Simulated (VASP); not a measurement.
# SnO2 (Pnnm) in VASP: single point with r2SCAN

Aim: the single point of SnO2 with r2SCAN.

All numbers are computed with VASP 6.6.1; they aren't measurements. Logs are shortened: lines on timing, memory, paths and dates and some standing lists are left out, and cuts for length are marked.

## (1) The cell of the first run

Symmetry: Pnnm, No. 58, orthorhombic system. The conventional cell has a = 4.760 Å, b = 4.760 Å, c = 3.201 Å, α = 90.00°, β = 90.00°, γ = 90.00°. Within 2.7 Å of Sn (site symmetry 2/m) lie 6 O at 2.07 Å. O (site symmetry m) has 3 Sn at 2.07 Å and 1 O at 2.64 Å within 2.7 Å.

## (2) Single point, r2SCAN (mode 4 (119.0 1/cm) frozen in, largest displacement +0.175 Å)

Contents of POSCAR:

```
SnO2
1.0
    4.7598181121      0.0000000000      0.0000000000
    0.0000000000      4.7600576133      0.0000000000
    0.0000000000      0.0000000000      3.2007107582
Sn O
2 4
Direct
    0.5000000000      0.5000000000      0.5000000000
    0.0000000000      0.0000000000      0.0000000000
    0.3318611273      0.2799631720      0.0000000000
    0.8318611273      0.2200368280      0.5000000000
    0.1681388727      0.7799631720      0.5000000000
    0.6681388727      0.7200368280      0.0000000000
```

Contents of INCAR.step1:

```
SYSTEM = SnO2
ALGO = Normal
EDIFF = 1E-4
ENCUT = 520
GGA = PE
ISMEAR = 0
LASPH = .True.
LCHARG = .False.
LREAL = .False.
LWAVE = .True.
NBANDS = 35
NELM = 80
PREC = Accurate
SIGMA = 0.05
```

Contents of INCAR.step2:

```
SYSTEM = SnO2
ALGO = Normal
EDIFF = 1E-7
ENCUT = 520
ISIF = 2
ISMEAR = 0
ISTART = 1
LASPH = .True.
LCHARG = .False.
LMIXTAU = .True.
LREAL = .False.
LWAVE = .False.
METAGGA = R2SCAN
NBANDS = 35
NELM = 80
PREC = Accurate
SIGMA = 0.05
```

Contents of KPOINTS:

```
k-points
0
Gamma
  6 6 8
  0 0 0
```

Potentials or basis: VASP PAW PBE potentials, release 64 (Sn_d, O).

Run with:

```
> cat potpaw_PBE.64/Sn_d/POTCAR potpaw_PBE.64/O/POTCAR > POTCAR
> cp INCAR.step1 INCAR
> mpirun -np 1 vasp_std > vasp.out
> cp INCAR.step2 INCAR
> mpirun -np 1 vasp_std > vasp.out
```

OUTCAR:

```text
SYSTEM = SnO2
   EDIFF = 1E-7
   ENCUT = 520
   ISIF = 2
   ISMEAR = 0
   ISTART = 1
   LASPH = .True.
   LREAL = .False.
   METAGGA = R2SCAN
   NELM = 80
   PREC = Accurate

 ion  position               nearest neighbor table
   1  0.500  0.500  0.500-   4 2.07   5 2.07   3 2.07   6 2.07   3 2.07   6 2.07   2 3.73   2 3.73
                             2 3.73   2 3.73   2 3.73   2 3.73   2 3.73   2 3.73
   2  0.000  0.000  0.000-   3 2.07   6 2.07   5 2.07   4 2.07   4 2.07   5 2.07   1 3.73   1 3.73
                             1 3.73   1 3.73   1 3.73   1 3.73   1 3.73   1 3.73
   3  0.332  0.280  0.000-   2 2.07   1 2.07   1 2.07
   4  0.832  0.220  0.500-   1 2.07   2 2.07   2 2.07
   5  0.168  0.780  0.500-   1 2.07   2 2.07   2 2.07
   6  0.668  0.720  0.000-   2 2.07   1 2.07   1 2.07

  LATTYP: Found a simple orthorhombic cell.
 ALAT       =     3.2007107582
 B/A-ratio  =     1.4871128545
 C/A-ratio  =     1.4871876820

  Lattice vectors:

 A1 = (   0.0000000000,   0.0000000000,   3.2007107582)
 A2 = (   4.7598181121,   0.0000000000,   0.0000000000)
 A3 = (   0.0000000000,   4.7600576133,   0.0000000000)

Analysis of symmetry for initial positions (statically):
=====================================================================
 Subroutine PRICEL returns:
 Original cell was already a primitive cell.

 Routine SETGRP: Setting up the symmetry group for a
 simple orthorhombic supercell.

 Subroutine GETGRP returns: Found  8 space group operations
 (whereof  4 operations were pure point group operations)
 out of a pool of  8 trial point group operations.

The static configuration has the point symmetry C_2h.
 The point group associated with its full space group is D_2h.

Analysis of symmetry for dynamics (positions and initial velocities):
=====================================================================
 Subroutine PRICEL returns:
 Original cell was already a primitive cell.

 Routine SETGRP: Setting up the symmetry group for a
 simple orthorhombic supercell.

 Subroutine GETGRP returns: Found  8 space group operations
 (whereof  4 operations were pure point group operations)
 out of a pool of  8 trial point group operations.

The dynamic configuration has the point symmetry C_2h.
 The point group associated with its full space group is D_2h.

 Subroutine INISYM returns: Found  8 space group operations
 (whereof  4 operations are pure point group operations),
 and found     1 'primitive' translations

----------------------------------------------------------------------------------------

                                     Primitive cell

  volume of cell :      72.5185

  direct lattice vectors                    reciprocal lattice vectors
     4.759818112  0.000000000  0.000000000     0.210092062  0.000000000  0.000000000
     0.000000000  4.760057613  0.000000000     0.000000000  0.210081491  0.000000000
     0.000000000  0.000000000  3.200710758     0.000000000  0.000000000  0.312430605

  length of vectors
     4.759818112  4.760057613  3.200710758     0.210092062  0.210081491  0.312430605

  position of ions in fractional coordinates (direct lattice)
     0.500000000  0.500000000  0.500000000
     0.000000000  0.000000000  0.000000000
     0.331861127  0.279963172  0.000000000
     0.831861127  0.220036828  0.500000000
     0.168138873  0.779963172  0.500000000
     0.668138873  0.720036828  0.000000000

  ion indices of the primitive-cell ions
   primitive index   ion index
                 1           1
                 2           2
                 3           3
                 4           4
                 5           5
                 6           6

----------------------------------------------------------------------------------------

 KPOINTS: k-points

Automatic generation of k-mesh.
 Grid dimensions read from file:
 generate k-points for:    6    6    8

 Generating k-lattice:

  Cartesian coordinates                     Fractional coordinates (reciprocal lattice)
     0.035015344  0.000000000  0.000000000     0.166666667  0.000000000  0.000000000
     0.000000000  0.035013582  0.000000000     0.000000000  0.166666667  0.000000000
     0.000000000  0.000000000  0.039053826     0.000000000  0.000000000  0.125000000

  Length of vectors
     0.035015344  0.035013582  0.039053826

  Shift w.r.t. Gamma in fractional coordinates (k-lattice)
     0.000000000  0.000000000  0.000000000

 Subroutine IBZKPT returns following result:
 ===========================================

 Found     80 irreducible k-points:

 Following reciprocal coordinates:
            Coordinates               Weight
  0.000000  0.000000  0.000000      1.000000
  0.166667  0.000000  0.000000      2.000000
  0.333333  0.000000  0.000000      2.000000
  0.500000  0.000000  0.000000      1.000000
  0.000000  0.166667  0.000000      2.000000
  0.166667  0.166667  0.000000      4.000000
[... 16 lines left out ...]
  0.333333  0.166667  0.125000      8.000000
  0.500000  0.166667  0.125000      4.000000
 [... further k-points ...]
   k-points           NKPTS =     80   k-points in BZ     NKDIM =     80   number of bands    NBANDS=     35
   number of dos      NEDOS =    301   number of ions     NIONS =      6
   total plane-waves  NPLWV =  31104
   dimension x,y,z NGX =    36 NGY =   36 NGZ =   24
   dimension x,y,z NGXF=    72 NGYF=   72 NGZF=   48
   ions per type =               2   4
   NGX,Y,Z   is equivalent  to a cutoff of  12.57, 12.57, 12.47 a.u.
   NGXF,Y,Z  is equivalent  to a cutoff of  25.15, 25.15, 24.93 a.u.
 SYSTEM =  SnO2
   PREC   = accura    normal or accurate (medium, high low for compatibility)
   ISTART =      1    job   : 0-new  1-cont  2-samecut
   ICHARG =      0    charge: 1-file 2-atom 10-const
   ISPIN  =      1    spin polarized calculation?
   LNONCOLLINEAR =      F non collinear calculations
   LSORBIT =      F    spin-orbit coupling
   LASPH  =      T    aspherical Exc in radial PAW
   ENCUT  =  520.0 eV  38.22 Ry    6.18 a.u.   8.85  8.85  5.95*2*pi/ulx,y,z
   NELM   =     80;   NELMIN=  2; NELMDL=  0     # of ELM steps
   EDIFF  = 0.1E-06   stopping-criterion for ELM
   LREAL  =      F    real-space projection
   EDIFFG = 0.1E-05   stopping-criterion for IOM
   NSW    =      0    number of steps for IOM
   IBRION =     -1    ionic relax: 0-MD 1-quasi-New 2-CG
   NFREE  =      0    steps in history (QN), initial steepest desc. (CG)
   ISIF   =      2    stress and relaxation
   ISYM   =      2    0-nonsym 1-usesym 2-fastsym
   POTIM  = 0.5000    time-step for ionic-motion
   TEBEG  =    0.0;   TEEND  =   0.0 temperature during run
   PSTRESS=    0.0 pullay stress
   NELECT =      52.0000    total number of electrons
   NUPDOWN=      -1.0000    fix difference up-down
   EMIN   =  10.00;   EMAX   =-10.00  energy-range for DOS
   EFERMI =   0.00;   METHOD = LEGACY
   ISMEAR =     0;   SIGMA  =   0.05  broadening in eV -4-tet -1-fermi 0-gaus
   EFERMI_NEDOS =   21; number of points for ismear=-14 and -15
   IALGO  =     38    algorithm
   IMIX   =      4    mixing-type and parameters
     AMIX     =   0.40;   BMIX     =  1.00
     AMIX_MAG =   1.60;   BMIX_MAG =  1.00
  volume/ion in A,a.u.               =      12.09        81.56
  Fermi-wavevector in a.u.,A,eV,Ry     =   1.465299  2.769014 29.213088  2.147101
  Thomas-Fermi vector in A             =   2.581173
   LORBIT       =      0    0 simple, 1 ext, 2 COOP (PROOUT), +10 PAW based schemes
   METAGGA = R2SCAN    functional components
   LHFCALC =     F    Hartree Fock is set to
   AEXX    =    0.0000 exact exchange contribution
   IVDW    =     0    specifies the selected vdW correction
   LEPSILON=     F    determine dielectric tensor
   LRPA    =     F    only Hartree local field effects (RPA)
 non-spin polarized calculation
 Gauss-broadening in eV      SIGMA  =   0.05
  energy-cutoff  :      520.00
  volume of cell :       72.52
 maximum number of plane-waves:      1992
 NGX is ok and might be reduce to    36
   NGX = 17   NGY = 17   NGZ = 11

 number of electron      52.0000007 magnetization

 Free energy of the ion-electron system (eV)
  ---------------------------------------------------
  ext. energy  EPLUGINS =         0.00000000
  ---------------------------------------------------
  free energy    TOTEN  =       -84.57364496 eV

  energy without entropy =      -84.57364496  energy(sigma->0) =      -84.57364496

 E-fermi :   5.6963     XC(G=0): -11.9846

 val. band max:        5.4061373080   @ k =   0.0000   0.0000   0.0000
 cond. band min:       7.3350093150   @ k =   0.0000   0.0000   0.0000
 fundamental gap:      1.9288720070
 Fermi energy:         5.6963205133

 k-point     1 :       0.0000    0.0000    0.0000
  band No.  band energies     occupation
      1     -16.1511      2.00000
      2     -15.2572      2.00000
      3     -14.9806      2.00000
      4     -14.9717      2.00000
      5     -14.9605      2.00000
      6     -14.9104      2.00000
[... 27 lines left out ...]
     34      18.5266      0.00000
     35      18.9696      0.00000

 k-point     2 :       0.1667    0.0000    0.0000
  band No.  band energies     occupation
      1     -16.1053      2.00000
      2     -15.3180      2.00000
      3     -14.9784      2.00000
      4     -14.9707      2.00000
      5     -14.9622      2.00000
      6     -14.9485      2.00000
[... 27 lines left out ...]
     34      18.4494      0.00000
     35      18.7734      0.00000

 k-point     3 :       0.3333    0.0000    0.0000
  band No.  band energies     occupation
      1     -15.9714      2.00000
      2     -15.5149      2.00000
      3     -14.9774      2.00000
      4     -14.9734      2.00000
      5     -14.9690      2.00000
      6     -14.9673      2.00000
[... 27 lines left out ...]
     34      18.6286      0.00000
     35      18.6884      0.00000

 k-point     4 :       0.5000    0.0000    0.0000
  band No.  band energies     occupation
      1     -15.7624      2.00000
      2     -15.7624      2.00000
      3     -14.9748      2.00000
      4     -14.9748      2.00000
      5     -14.9695      2.00000
      6     -14.9695      2.00000
[... 27 lines left out ...]
     34      18.7216      0.00000
     35      19.0930      0.00000

 k-point     5 :       0.0000    0.1667    0.0000
  band No.  band energies     occupation
      1     -16.1037      2.00000
      2     -15.3141      2.00000
      3     -14.9785      2.00000
      4     -14.9707      2.00000
      5     -14.9616      2.00000
      6     -14.9476      2.00000
[... 638 lines left out ...]
 k-point    22 :       0.1667    0.1667    0.1250
  band No.  band energies     occupation
      1     -16.0015      2.00000
      2     -15.3690      2.00000
      3     -15.1574      2.00000
      4     -15.1300      2.00000
      5     -14.9299      2.00000
      6     -14.8943      2.00000
[... 27 lines left out ...]
     34      18.3696      0.00000
     35      18.8940      0.00000

 k-point    23 :       0.3333    0.1667    0.1250
  band No.  band energies     occupation
      1     -15.9037      2.00000
      2     -15.5514      2.00000
      3     -15.1556      2.00000
      4     -15.1380      2.00000
      5     -14.9215      2.00000
      6     -14.8938      2.00000
[... 27 lines left out ...]
     34      18.4987      0.00000
     35      18.8489      0.00000

 k-point    24 :       0.5000    0.1667    0.1250
  band No.  band energies     occupation
      1     -15.7465      2.00000
      2     -15.7465      2.00000
      3     -15.1484      2.00000
      4     -15.1484      2.00000
      5     -14.9071      2.00000
      6     -14.9071      2.00000
[... 27 lines left out ...]
     34      18.5385      0.00000
     35      19.0130      0.00000

 [... further k-points ...]
[... 5 lines left out ...]
  --------------------------------------------------------------------------------------
  -------------------------------------------------------------------------------------
  Total        0.2330087     -0.7583283     -0.1046174      0.0000000      0.0000000      0.0000000
  in kB        5.1479429    -16.7540130     -2.3113495      0.0000000      0.0000000      0.0000000
  external PRESSURE =      -4.6391399 kB  Pullay stress =       0.0000000 kB

 VOLUME and BASIS-vectors are now :
 -----------------------------------------------------------------------------
  energy-cutoff  :      520.00
  volume of cell :       72.52
      direct lattice vectors                 reciprocal lattice vectors
     4.759818112  0.000000000  0.000000000     0.210092062  0.000000000  0.000000000
     0.000000000  4.760057613  0.000000000     0.000000000  0.210081491  0.000000000
     0.000000000  0.000000000  3.200710758     0.000000000  0.000000000  0.312430605

 POSITION                                       TOTAL-FORCE (eV/Angst)
 -----------------------------------------------------------------------------------
      2.37991      2.38003      1.60036         0.000000      0.000000      0.000000
      0.00000      0.00000      0.00000         0.000000      0.000000      0.000000
      1.57960      1.33264      0.00000        -0.090390      0.172565      0.000000
      3.95951      1.04739      1.60036        -0.090390     -0.172565     -0.000000
      0.80031      3.71267      1.60036         0.090390      0.172565      0.000000
      3.18022      3.42742      0.00000         0.090390     -0.172565      0.000000
 -----------------------------------------------------------------------------------
    total drift:                                0.000000      0.000000     -0.000000

  FREE ENERGIE OF THE ION-ELECTRON SYSTEM (eV)
  ---------------------------------------------------
  free  energy   TOTEN  =       -84.5736449597 eV

  energy  without entropy=      -84.5736449597  energy(sigma->0) =      -84.57364496
```

Run time: 8.1 min. Hardware: 1 thread of Intel Xeon 6975P-C (Granite Rapids), shared host; peak memory 0.29 GiB.

What came out:

```
Free energy            : -84.5736 eV
Pressure               : -0.5 GPa
Largest force          : 0.195 eV/Å
Band gap on the k mesh : 1.93 eV, direct
```

Forces on the atoms (eV/Å):
```
Sn   0.000  0.000  0.000
Sn   0.000  0.000  0.000
O   -0.090  0.173  0.000
O   -0.090 -0.173  0.000
O    0.090  0.173  0.000
O    0.090 -0.173  0.000
```

Levels at points of the mesh, in eV from the valence-band top:
| k point | band 24 | band 25 | band 26 | band 27 | band 28 | band 29 |
| --- | --- | --- | --- | --- | --- | --- |
| (0.00, 0.00, 0.00) | -0.61 | -0.49 | 0.00 | 1.93 | 6.86 | 7.18 |
| (0.50, 0.00, 0.00) | -0.99 | -0.56 | -0.56 | 5.20 | 5.20 | 8.39 |
| (0.00, 0.50, 0.00) | -0.99 | -0.27 | -0.27 | 4.90 | 4.90 | 7.51 |
| (0.50, 0.50, 0.00) | -1.13 | -0.69 | -0.69 | 5.55 | 5.55 | 8.26 |
| (0.00, 0.00, 0.50) | -1.52 | -0.97 | -0.97 | 6.87 | 6.87 | 10.56 |
| (0.50, 0.00, 0.50) | -1.09 | -0.43 | -0.43 | 7.04 | 7.04 | 8.72 |
| (0.00, 0.50, 0.50) | -0.80 | -0.69 | -0.69 | 7.21 | 7.21 | 9.08 |
| (0.50, 0.50, 0.50) | -0.82 | -0.60 | -0.60 | 5.59 | 5.59 | 9.81 |

Caveat: the cell differs from its parent crystal (mode 4 (119.0 1/cm) frozen in, largest displacement +0.175 Å); the PAW data sets were made with another functional, which shifts forces and pressure a little; spin-orbit coupling is left out, which moves the levels of the heavy elements.
